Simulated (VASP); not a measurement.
## Ga2O3: single point with LDA

Ga2O3:

```
Ga O
1.0
     2.47495    1.42891    4.43540
    -2.47495    1.42891    4.43540
     0.00000   -2.85783    4.43540
Ga O
4 6
Direct
  0.85576 0.85576 0.85576
  0.64424 0.64424 0.64424
  0.14424 0.14424 0.14424
  0.35576 0.35576 0.35576
  0.75000 0.44721 0.05279
  0.44721 0.05279 0.75000
  0.05279 0.75000 0.44721
  0.25000 0.55279 0.94721
  0.94721 0.25000 0.55279
  0.55279 0.94721 0.25000
```

| Item | Value |
| --- | --- |
| Program | VASP 6.6.1 |
| Task | single point |
| Functional | LDA |
| Potentials or basis | VASP PAW LDA potentials, release 64 (Ga_d, O) |
| Cutoff | 600 eV |
| k mesh | 5 × 5 × 5 |
| Occupations | gaussian, width 0.01 eV |
| Spin | no spin polarisation |

- Pressure: 1.8 GPa
- Largest force: 0.025 eV/Å
- Band gap on the k mesh: 3.07 eV (least direct gap 3.33 eV)

Forces in eV/Å, atoms in the order of the input:
```
Ga   0.000  0.000 -0.016
Ga   0.000  0.000  0.016
Ga   0.000  0.000  0.016
Ga   0.000  0.000 -0.016
O   -0.013  0.022  0.000
O    0.025  0.000  0.000
O   -0.013 -0.022  0.000
O    0.013 -0.022  0.000
O    0.013  0.022  0.000
O   -0.025  0.000  0.000
```

Stress tensor (GPa, compression positive):
```
1.96 0.00 0.00
0.00 1.96 0.00
0.00 0.00 1.49
```

Levels at points of the mesh, in eV from the valence-band top:
```tsv
k point	band 41	band 42	band 43	band 44	band 45	band 46	band 47	band 48
(0.00, 0.00, 0.00)	-0.31	-0.31	-0.27	-0.27	3.07	6.75	6.82	8.95
```

It took 4.4 min on 1 thread of Oxide Virtual Turin-like Processor, with other jobs on the host, peak memory 0.22 GiB.

A k mesh can miss the band edges.
